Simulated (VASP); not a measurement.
Here is a VASP 6.6.1 calculation.

INCAR

```
PREC = Accurate
ENCUT = 520
EDIFF = 1E-6
ISMEAR = -1
SIGMA = 0.05
LREAL = F
LASPH = T
NELM = 80
ALGO = Normal
ISIF = 2
LWAVE = F
LCHARG = T
GGA = RE
LELF = T
LVHAR = T
NBANDS = 16
```

File KPOINTS:

```
regular mesh
0
Gamma
  8 8 8
```

The input POSCAR:

```
CdSe
1.0
    0.0000000000      3.1303091811      3.1303091811
    3.1303091811      0.0000000000      3.1303091811
    3.1303091811      3.1303091811      0.0000000000
Cd Se
1 1
Direct
    0.0000000000      0.0000000000      0.0000000000
    0.2500000000      0.2500000000      0.2500000000
```

Potentials or basis: VASP PAW PBE potentials, release 64 (Cd, Se).

Command:

```bash
$ cat potpaw_PBE.64/Cd/POTCAR potpaw_PBE.64/Se/POTCAR > POTCAR
$ mpirun -np 1 vasp_std > vasp.out
```

(1) Estimate the band gap on the k mesh.

(2) Predict the pressure.

Results:

(1) 0.56 eV.

(2) 0.2 GPa.

Caveat: the PAW data sets were made with another functional, which shifts forces and pressure a little.
